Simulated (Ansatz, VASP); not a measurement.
**Nb3C2: VASP beside Ansatz**

```
Nb C
1.0
     4.99634    0.00000    0.00000
    -2.49817    4.32696    0.00000
     0.00000    0.00000    4.08213
Nb C
3 2
Direct
  0.50000 0.00000 0.00000
  0.00000 0.50000 0.00000
  0.50000 0.50000 0.00000
  0.00000 0.00000 0.83664
  0.00000 0.00000 0.16336
```

Alike in both runs: task single point; functional PBE; k mesh 6 × 6 × 4; occupations gaussian, width 0.1 eV; collinear spin.

```csv
,VASP,Ansatz
version,VASP 6.6.1,Ansatz 0.2.0
potentials or method,"VASP PAW PBE potentials, release 64 (Nb_sv, C), cutoff 520 eV","scalar-relativistic, plane waves, PAW"
valence electrons in the cell,47,47
```

```tsv
	VASP	Ansatz	Ansatz less VASP
gap on the k mesh at the Fermi level (eV)	none	none	-
pressure (GPa)	0.0	0.0	+0.03
traceless stress, the component that is largest in VASP (GPa)	0.16	-0.01	-0.167
rms of the force components (eV/Å)	0.037	0.000	-0.0373
net moment per atom (μB)	0.00	0.00	0.000
```

Atom by atom the forces differ by 0.037 eV/Å (rms over components). A gap of «none» marks a metal or a gap that the smearing closes. Ansatz's warnings: seeded moment not kept.

The k mesh is coarse, so the values compare programs but aren't converged.
